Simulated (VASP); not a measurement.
The system is Si.

```
CELL_PARAMETERS angstrom
6.92339 0.00000 0.00000
-3.46170 5.99583 0.00000
0.00000 0.00000 3.85833
ATOMIC_POSITIONS crystal
Si 0.66667 0.33333 0.25000
Si 0.33333 0.66667 0.75000
Si 0.29710 0.38290 0.25000
Si 0.91420 0.29710 0.75000
Si 0.61710 0.91420 0.25000
Si 0.70290 0.61710 0.75000
Si 0.08580 0.70290 0.25000
Si 0.38290 0.08580 0.75000
```

| Quantity | Value |
| --- | --- |
| Program | VASP 6.6.1 |
| Task | relaxation of cell and atoms |
| Functional | PBE |
| Potentials or basis | VASP PAW PBE potentials, release 64 (Si) |
| Cutoff | 600 eV |
| k mesh | 3 × 3 × 4 |
| Occupations | gaussian, width 0.1 eV |
| Spin | no spin polarisation |

At the start: pressure -9.2 GPa; volume 20.02 Å³/atom.

Question: Where does the relaxation end?

Answer: Over 19 steps the energy falls by 295.2 meV/atom and the volume is 15.23 Å³/atom (-23.9 %); space group P6_3/m (No. 176, to 0.1 Å) before and after.

The path:
| step | energy change (eV) | largest force (eV/Å) | pressure (GPa) | volume (Å³) |
| --- | --- | --- | --- | --- |
| 1 | 0.0000 | 0.1307 | -9.18 | 160.16 |
| 2 | -1.0377 | 0.5912 | -1.62 | 134.99 |
| 3 | -1.0687 | 0.7227 | 0.46 | 131.20 |
| 4 | -1.4156 | 0.8407 | 1.58 | 125.91 |
| 5 | -1.4170 | 0.9539 | 3.84 | 122.14 |
| 6 | -1.4536 | 0.8661 | 2.61 | 123.91 |
| 7 | -1.6993 | 0.6166 | -1.16 | 126.69 |
| 8 | -1.8138 | 0.5120 | -3.87 | 129.46 |
| 9 | -2.0325 | 0.4366 | -3.21 | 126.90 |
| 10 | -2.2997 | 0.1265 | 2.01 | 119.35 |
| 11 | -2.3101 | 0.1854 | 0.53 | 120.79 |
| 12 | -2.3105 | 0.1833 | 0.75 | 120.57 |
| 13 | -2.3496 | 0.0932 | 1.30 | 120.08 |
| 14 | -2.3508 | 0.0824 | 1.43 | 119.98 |
| 15 | -2.3598 | 0.0528 | -0.21 | 122.00 |
| 16 | -2.3598 | 0.0552 | -0.07 | 121.82 |
| 17 | -2.3608 | 0.0480 | -0.10 | 121.85 |
| 18 | -2.3611 | 0.0412 | -0.12 | 121.88 |
| 19 | -2.3618 | 0.0371 | -0.09 | 121.81 |

Final structure:
```xyz
8
Lattice="6.1113 0.0000 0.0000 -3.0556 5.2925 0.0000 0.0000 0.0000 3.7661" Properties=species:S:1:pos:R:3 pbc="T T T"
Si    3.0556    1.7642    0.9415
Si    0.0000    3.5283    2.8246
Si    0.5548    1.6648    0.9415
Si    4.9469    1.3129    2.8246
Si    1.3364    4.9406    0.9415
Si    2.5008    3.6277    2.8246
Si   -1.8913    3.9796    0.9415
Si    1.7192    0.3519    2.8246
```

Caveat: the k points lie up to 0.42 Å⁻¹ apart in the final cell, too coarse for converged energies and pressures of a metal; the volume moved by over 15 % at a fixed basis, so the end points are rough.
